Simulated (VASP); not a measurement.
# Os (P6_3/mmc) in VASP: notebook, part 2 of 2

VASP 6.6.1. Earlier steps stand in the parts before.

## (6) Single point, PBEsol (zz strain of +1 %)

INCAR reads:

```
ALGO = Normal
EDIFF = 1E-7
ENCUT = 520
GGA = PS
ISIF = 2
ISMEAR = -1
LASPH = True
LCHARG = False
LREAL = False
LWAVE = False
NBANDS = 15
NELM = 60
PREC = Accurate
SIGMA = 0.05
```

KPOINTS reads:

```
k-points
0
Gamma
  15 15 9
```

POSCAR reads:

```
Os
1.0
    2.7340999755      0.0000000000      0.0000000000
   -1.3670499878      2.3678000353      0.0000000000
    0.0000000000      0.0000000000      4.3628970000
Os
2
Direct
    0.3333333333      0.6666666667      0.2500000000
    0.6666666667      0.3333333333      0.7500000000
```

Potentials or basis: VASP PAW PBE potentials, release 64 (Os).

On the command line:

```sh
$ cat potpaw_PBE.64/Os/POTCAR > POTCAR
$ mpirun -np 1 vasp_std > vasp.out
```

OUTCAR:

```text
EDIFF = 1E-7
   ENCUT = 520
   GGA = PS
   ISIF = 2
   ISMEAR = -1
   LASPH = True
   LREAL = False
   NELM = 60
   PREC = Accurate

 ion  position               nearest neighbor table
   1  0.333  0.667  0.250-   2 2.69   2 2.69   2 2.69   2 2.69   2 2.69   2 2.69
   2  0.667  0.333  0.750-   1 2.69   1 2.69   1 2.69   1 2.69   1 2.69   1 2.69

  LATTYP: Found a hexagonal cell.
 ALAT       =     2.7340999755
 C/A-ratio  =     1.5957342596

  Lattice vectors:

 A1 = (   2.7340999755,   0.0000000000,   0.0000000000)
 A2 = (  -1.3670499878,   2.3678000353,   0.0000000000)
 A3 = (   0.0000000000,   0.0000000000,   4.3628970000)

Analysis of symmetry for initial positions (statically):
=====================================================================
 Subroutine PRICEL returns:
 Original cell was already a primitive cell.

 Routine SETGRP: Setting up the symmetry group for a
 hexagonal supercell.

 Subroutine GETGRP returns: Found 24 space group operations
 (whereof 12 operations were pure point group operations)
 out of a pool of 24 trial point group operations.

The static configuration has the point symmetry D_3d.
 The point group associated with its full space group is D_6h.

Analysis of symmetry for dynamics (positions and initial velocities):
=====================================================================
 Subroutine PRICEL returns:
 Original cell was already a primitive cell.

 Routine SETGRP: Setting up the symmetry group for a
 hexagonal supercell.

 Subroutine GETGRP returns: Found 24 space group operations
 (whereof 12 operations were pure point group operations)
 out of a pool of 24 trial point group operations.

The dynamic configuration has the point symmetry D_3d.
 The point group associated with its full space group is D_6h.

 Subroutine INISYM returns: Found 24 space group operations
 (whereof 12 operations are pure point group operations),
 and found     1 'primitive' translations

[... 115 lines left out ...]
  volume/ion in A,a.u.               =      14.12        95.30
  Fermi-wavevector in a.u.,A,eV,Ry     =   1.354576  2.559777 24.965004  1.834876
  Thomas-Fermi vector in A             =   2.481736
   LORBIT       =      0    0 simple, 1 ext, 2 COOP (PROOUT), +10 PAW based schemes
   GGA     = PS    functional components
   LHFCALC =     F    Hartree Fock is set to
   AEXX    =    0.0000 exact exchange contribution
   IVDW    =     0    specifies the selected vdW correction
   LEPSILON=     F    determine dielectric tensor
   LRPA    =     F    only Hartree local field effects (RPA)
 non-spin polarized calculation
  energy-cutoff  :      520.00
  volume of cell :       28.24
 maximum number of plane-waves:       776
   NGX = 11   NGY = 11   NGZ = 17

 number of electron      15.9999999 magnetization

 Free energy of the ion-electron system (eV)
  ---------------------------------------------------
  ext. energy  EPLUGINS =         0.00000000
  ---------------------------------------------------
  free energy    TOTEN  =       -24.48245252 eV

  energy without entropy =      -24.47391734  energy(sigma->0) =      -24.47818493

 E-fermi :   9.1499     XC(G=0): -14.0999

 val. band max:        9.1496318156   @ k =   0.1333   0.0000   0.3333
 cond. band min:       9.1648258960   @ k =   0.2000   0.1333   0.0000
 fundamental gap:      0.0151940804
 Fermi energy:         9.1498547461

 k-point     1 :       0.0000    0.0000    0.0000
  band No.  band energies     occupation
      1      -1.7460      2.00000
      2       1.4142      2.00000
      3       6.1520      2.00000
      4       6.1520      2.00000
      5       6.2749      2.00000
      6       6.9566      2.00000
      7       6.9566      2.00000
      8       7.7094      2.00000
      9       7.7094      2.00000
     10       9.0445      1.78337
     11      10.8347      0.00000
     12      10.8347      0.00000
     13      17.9617      0.00000
     14      23.2530      0.00000
[... 401 lines left out ...]
      2       3.1322      2.00000
      3       3.1493      2.00000
      4       5.2334      2.00000
      5       5.5382      2.00000
      6       6.2070      2.00000
      7       7.4798      2.00000
      8      10.5322      0.00000
      9      11.1527      0.00000
     10      11.2759      0.00000
     11      14.2543      0.00000
     12      14.9045      0.00000
     13      17.4210      0.00000
     14      20.3937      0.00000
     15      22.7945      0.00000

 [... further k-points ...]
[... 5 lines left out ...]
  --------------------------------------------------------------------------------------
  -------------------------------------------------------------------------------------
  Total       -0.8489274     -0.8489274     -1.8726764      0.0000000      0.0000000      0.0000000
  in kB      -48.1555948    -48.1555948   -106.2279854      0.0000000      0.0000000      0.0000000
  external PRESSURE =     -67.5130583 kB  Pullay stress =       0.0000000 kB

 VOLUME and BASIS-vectors are now :
 -----------------------------------------------------------------------------
  energy-cutoff  :      520.00
  volume of cell :       28.24
      direct lattice vectors                 reciprocal lattice vectors
     2.734099975  0.000000000  0.000000000     0.365751073  0.211166481  0.000000000
    -1.367049988  2.367800035  0.000000000     0.000000000  0.422332961  0.000000000
     0.000000000  0.000000000  4.362897000     0.000000000  0.000000000  0.229205503

 POSITION                                       TOTAL-FORCE (eV/Angst)
 -----------------------------------------------------------------------------------
     -0.00000      1.57853      1.09072         0.000000     -0.000000      0.000000
      1.36705      0.78927      3.27217        -0.000000      0.000000      0.000000
 -----------------------------------------------------------------------------------
    total drift:                               -0.000000      0.000000     -0.000000

  FREE ENERGIE OF THE ION-ELECTRON SYSTEM (eV)
  ---------------------------------------------------
  free  energy   TOTEN  =       -24.4824525249 eV

  energy  without entropy=      -24.4739173437  energy(sigma->0) =      -24.47818493
```

OSZICAR:

```text
N       E                     dE             d eps       ncg     rms          rms(c)
DAV:   1     0.100082415181E+03    0.10008E+03   -0.74201E+03  4050   0.102E+03
DAV:   2    -0.211695275193E+02   -0.12125E+03   -0.10576E+03  4092   0.325E+02
DAV:   3    -0.260126110372E+02   -0.48431E+01   -0.46599E+01  5471   0.568E+01
DAV:   4    -0.260509011527E+02   -0.38290E-01   -0.38225E-01  4435   0.520E+00
DAV:   5    -0.260510965234E+02   -0.19537E-03   -0.19536E-03  5562   0.356E-01    0.237E+01
DAV:   6    -0.248304615148E+02    0.12206E+01   -0.10660E+00  5170   0.877E+00    0.104E+01
DAV:   7    -0.244918978096E+02    0.33856E+00   -0.67560E-01  5212   0.686E+00    0.546E-01
DAV:   8    -0.244854914745E+02    0.64063E-02   -0.66696E-03  4141   0.617E-01    0.339E-01
DAV:   9    -0.244824539667E+02    0.30375E-02   -0.16092E-03  5030   0.416E-01    0.520E-02
DAV:  10    -0.244824744875E+02   -0.20521E-04   -0.61254E-05  5149   0.687E-02    0.121E-02
DAV:  11    -0.244824532559E+02    0.21232E-04   -0.46246E-06  4729   0.225E-02    0.137E-03
DAV:  12    -0.244824526942E+02    0.56172E-06   -0.10888E-07  4380   0.332E-03    0.978E-04
DAV:  13    -0.244824525502E+02    0.14401E-06   -0.79674E-09  2865   0.792E-04    0.305E-04
DAV:  14    -0.244824525249E+02    0.25268E-07   -0.15625E-09  2410   0.439E-04
   1 F= -.24482453E+02 E0= -.24478185E+02  d E =-.853518E-02
```

Run time: 29 s. Hardware: 1 thread of Intel Xeon Platinum 8375C at 2.90GHz (Ice Lake), shared host; peak memory 0.17 GiB.

What came out:

```yaml
Free_energy: -24.4825 eV
Pressure: -6.8 GPa
Band_gap_on_the_k_mesh: zero (band 8 reaches 11.27 eV, above the bottom of band 9 at 7.43 eV)
```

Stress tensor (GPa, compression positive):
```
 -4.82   0.00   0.00
  0.00  -4.82   0.00
  0.00   0.00 -10.62
```

Levels at points of the mesh, in eV from the Fermi level:
```
           k point  band 4  band 5  band 6  band 7  band 8  band 9  band 10  band 11  band 12  band 13
(0.00, 0.00, 0.00)   -3.00   -2.87   -2.19   -2.19   -1.44   -1.44    -0.11     1.68     1.68     8.81
```

Caveat: the cell differs from its parent crystal (zz strain of +1 %); the PAW data sets were made with another functional, which shifts forces and pressure a little; spin-orbit coupling is left out, which moves the levels of the heavy elements.

## (7) Overview

| cell | gap on the mesh (eV) | pressure (GPa) |
| --- | --- | --- |
| a = 2.788, b = 2.788, c = 4.404 Å, angles 90.0, 90.0, 120.0°, 2 atoms | none | -24.2 |
| a = 2.652, b = 2.652, c = 4.320 Å, angles 90.0, 90.0, 120.0°, 2 atoms | none | 28.0 |
| a = 2.679, b = 2.679, c = 4.320 Å, angles 90.0, 90.0, 120.0°, 2 atoms | none | 16.6 |
| a = 2.734, b = 2.734, c = 4.233 Å, angles 90.0, 90.0, 120.0°, 2 atoms | none | 7.4 |
| a = 2.734, b = 2.734, c = 4.363 Å, angles 90.0, 90.0, 120.0°, 2 atoms | none | -6.8 |

Alike in all rows: task single point; level PBEsol; potentials or basis VASP PAW PBE potentials, release 64 (Os); no spin polarisation; k mesh 15 × 15 × 9; cutoff (eV) 520; smearing fermi-dirac 0.05 eV.

Caveats: the PAW data sets were made with another functional, which shifts forces and pressure a little; spin-orbit coupling is left out, which moves the levels of the heavy elements.

Absolute energies hang on the potentials; compare differences alone.
